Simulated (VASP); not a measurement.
## In2SbN3: single point with PBE

The system is In2SbN3.

```
In Sb N
1.0
     5.54824    0.00000    0.00000
     0.00000    5.54824    0.00000
     0.00000    0.00000    4.45492
In Sb N
2 1 3
Direct
  0.00000 0.50000 0.50000
  0.50000 0.00000 0.50000
  0.00000 0.00000 0.00000
  0.50000 0.50000 0.12618
  0.50000 0.50000 0.87382
  0.00000 0.00000 0.50000
```

- Program: VASP 6.6.1
- Task: single point
- Functional: PBE
- Potentials or basis: VASP PAW PBE potentials, release 64 (In_d, Sb_d_GW, N)
- Cutoff: 600 eV
- k mesh: 2 × 2 × 3
- Occupations: gaussian, width 0.15 eV
- Spin: no spin polarisation
- Dipole correction: no
- Second run: valence_matched
- Further INCAR settings: ALGO = Normal; EDIFF = 1e-06; NBANDS = 37

| Property | Result |
| --- | --- |
| Pressure | 0.7 GPa |
| Largest force | 1.275 eV/Å |
| Band gap on the k mesh | zero (band 28 reaches 5.52 eV, above the bottom of band 29 at 4.03 eV) |

Forces on the atoms (eV/Å):
```
In   0.000  0.000  0.000
In   0.000  0.000  0.000
Sb   0.000  0.000  0.000
N    0.000  0.000  1.275
N    0.000  0.000 -1.275
N    0.000  0.000  0.000
```

Stress tensor (GPa, compression positive):
```
-0.01  0.00  0.00
 0.00 -0.01  0.00
 0.00  0.00  2.09
```

Levels at points of the mesh, in eV from the Fermi level:
| k point | band 24 | band 25 | band 26 | band 27 | band 28 | band 29 | band 30 | band 31 |
| --- | --- | --- | --- | --- | --- | --- | --- | --- |
| (0.00, 0.00, 0.00) | -3.80 | -3.80 | -3.69 | -3.49 | 1.33 | 1.33 | 1.47 | 1.47 |
| (0.50, 0.00, 0.00) | -4.79 | -3.76 | -3.66 | -0.20 | 0.96 | 1.24 | 1.32 | 1.48 |
| (0.50, 0.50, 0.00) | -5.41 | -4.71 | -0.17 | -0.17 | 0.81 | 0.81 | 0.84 | 1.37 |

Wall time 3.1 min on 1 thread of AMD EPYC 7R13 Processor (Zen 3), on a shared host, peak memory 0.26 GiB.

Caveat: the k points lie up to 0.57 Å⁻¹ apart; the standard files for N, O and F lose accuracy on very short bonds; spin-orbit coupling is left out, which moves the levels of the heavy elements; forces of over 1 eV/Å act on the atoms, so gaps and moduli don't describe the material at rest.
